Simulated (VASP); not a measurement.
Set up this calculation in VASP 6.6.1, as the native input.

```
Task                   : single point
Functional             : PBEsol
Potentials or basis    : VASP PAW PBE potentials, release 64 (Te, Nb_sv)
Cutoff                 : 520 eV
k mesh                 : 8 × 8 × 7
Occupations            : gaussian, width 0.1 eV
Spin                   : no spin polarisation
Dipole correction      : no
Further INCAR settings : ALGO = Normal; EDIFF = 1e-07; NBANDS = 16
```

The structure of NbTe lies in POSCAR:

```
NbTe
1.0
    3.7029743866      0.0000000000      0.0000000000
   -1.8514871933      3.2068698884      0.0000000000
    0.0000000000      0.0000000000      3.6942110000
Te Nb
1 1
Direct
    0.6666666667      0.3333333333      0.0000000000
    0.0000000000      0.0000000000      0.5000000000
```

One way to write it, as run:

INCAR

```
  PREC = Accurate
  ENCUT = 520
  EDIFF = 1E-7
  ISMEAR = 0
  SIGMA = 0.1
  LREAL = F
  LASPH = T
  NELM = 80
  ALGO = Normal
  ISIF = 2
  LWAVE = F
  LCHARG = F
  GGA = PS
  NBANDS = 16
```

KPOINTS

```
Automatic mesh
0
Gamma
  8 8 7
```

Potentials or basis: VASP PAW PBE potentials, release 64 (Te, Nb_sv).

The run is started by

```console
$ cat potpaw_PBE.64/Te/POTCAR potpaw_PBE.64/Nb_sv/POTCAR > POTCAR
$ mpirun -np 1 vasp_std > vasp.out
```

Results of the run:

```
Pressure : -5.3 GPa
```

Caveat: the PAW data sets were made with another functional, which shifts forces and pressure a little.

Run time: 11 s on 1 thread of Intel(R) Xeon(R) 6975P-C (Granite Rapids), with other jobs on the host, peak memory 0.17 GiB.
